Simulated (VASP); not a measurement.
Input of a VASP 6.6.1 run:

The input INCAR:

```
  ALGO = Fast
  EDIFF = 1E-6
  ENCUT = 520
  GGA = PS
  ISIF = 2
  ISMEAR = 0
  LASPH = True
  LCHARG = False
  LREAL = False
  LWAVE = False
  NBANDS = 24
  NELM = 100
  PREC = Accurate
  SIGMA = 0.1
```

File KPOINTS:

```
k-points
0
Gamma
  16 12 12
```

The input POSCAR:

```
MgW
1.0
    3.3684222039      0.0000000000      0.0000000000
    0.0000000000      4.2831730673      0.0000000000
    0.0000000000      0.0000000000      4.6833513022
Mg W
2 2
Direct
    0.5000000000      0.0000000000      0.5000000000
    0.0000000000      0.5000000000      0.5000000000
    0.5000000000      0.5000000000      0.0000000000
    0.0000000000      0.0000000000      0.0000000000
```

Potentials or basis: VASP PAW PBE potentials, release 64 (Mg, W_sv).

Run with:

```sh
$ cat potpaw_PBE.64/Mg/POTCAR potpaw_PBE.64/W_sv/POTCAR > POTCAR
$ mpirun -np 1 vasp_std > vasp.out
```

Q: What does it give for the band gap on the k mesh?

A: Zero (bands 16 and 17 overlap by 1.57 eV).

Q: What does it give for the pressure?

A: -2.4 GPa.

Stress tensor (GPa, compression positive):
```
-2.98  0.00  0.00
 0.00 -4.39  0.00
 0.00  0.00  0.03
```

Caveat: the cell differs from its parent crystal (biaxial strain in the a-b plane: +1.0 %, then relaxed in part); the PAW data sets were made with another functional, which shifts forces and pressure a little; spin-orbit coupling is left out, which moves the levels of the heavy elements.
